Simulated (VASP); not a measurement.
Input of a VASP 6.6.1 run:

The input INCAR:

```
SYSTEM = Mg3ZrN
ALGO = Normal ; EDIFF = 1E-6
ENCUT = 520 ; GGA = PE
ISIF = 2 ; ISMEAR = 0
LASPH = .True. ; LCHARG = .False.
LREAL = .False. ; LWAVE = .False.
NBANDS = 20 ; NELM = 100
PREC = Accurate ; SIGMA = 0.1
```

Contents of KPOINTS:

```
k-points
0
Gamma
  6 6 4
  0 0 0
```

File POSCAR:

```
Mg3ZrN
1.0
    3.3875744600      0.0000000000      0.0000000000
    0.0000000000      3.3875744600      0.0000000000
    0.0000000000      0.0000000000      6.7021282300
Mg Zr N
3 1 1
Direct
    0.0000000000      0.0000000000      0.0000000000
    0.5000000000      0.5000000000      0.2167410200
    0.5000000000      0.5000000000      0.7832589800
    0.5000000000      0.5000000000      0.5000000000
    0.0000000000      0.0000000000      0.5000000000
```

Potentials or basis: VASP PAW PBE potentials, release 64 (Mg, Zr_sv, N).

Command:

```console
$ cat potpaw_PBE.64/Mg/POTCAR potpaw_PBE.64/Zr_sv/POTCAR potpaw_PBE.64/N/POTCAR > POTCAR
$ mpirun -np 1 vasp_std > vasp.out
```

Problem. Estimate the pressure.

Solution. 35.2 GPa.

Problem. Estimate the largest force.

Solution. 13.731 eV/Å.

Forces in eV/Å, atoms in the order of the input:
```
Mg    0.000   0.000   0.000
Mg    0.000   0.000 -13.731
Mg    0.000   0.000  13.731
Zr    0.000   0.000   0.000
N     0.000   0.000   0.000
```

Caveat: forces of over 1 eV/Å act on the atoms, so gaps and moduli don't describe the material at rest.
